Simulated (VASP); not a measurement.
A run of VASP 6.6.1:

Contents of INCAR:

```
PREC = Accurate ; ENCUT = 520
EDIFF = 1E-6 ; ISMEAR = -1
SIGMA = 0.05 ; LREAL = F
LASPH = T ; NELM = 150
ALGO = Normal ; ISIF = 2
LWAVE = F ; LCHARG = T
ISPIN = 2 ; MAGMOM = 2 0
LORBIT = 11 ; LMAXMIX = 4
GGA = PS ; LELF = T
LVHAR = T ; NBANDS = 18
```

KPOINTS

```
regular mesh
0
Gamma
  10 10 10
```

The input POSCAR:

```
CoSi
1.0
    2.8358838098      0.0000000000      0.0000000000
    0.0000000000      2.8358838098      0.0000000000
    0.0000000000      0.0000000000      2.8358838098
Co Si
1 1
Direct
    0.0000000000      0.0000000000      0.0000000000
    0.5000000000      0.5000000000      0.5000000000
```

Potentials or basis: VASP PAW PBE potentials, release 64 (Co, Si).

Launch:

```bash
$ cat potpaw_PBE.64/Co/POTCAR potpaw_PBE.64/Si/POTCAR > POTCAR
$ mpirun -np 1 vasp_std > vasp.out
```

Hardware: 1 thread of Intel(R) Xeon(R) Platinum 8488C (Sapphire Rapids) (shared host).

Task: Estimate the wall time of this run.

Result: Wall time 26 s on 1 thread of Intel(R) Xeon(R) Platinum 8488C (Sapphire Rapids), on a shared host, peak memory 0.17 GiB. Counts: scf iterations 15, k points 56.
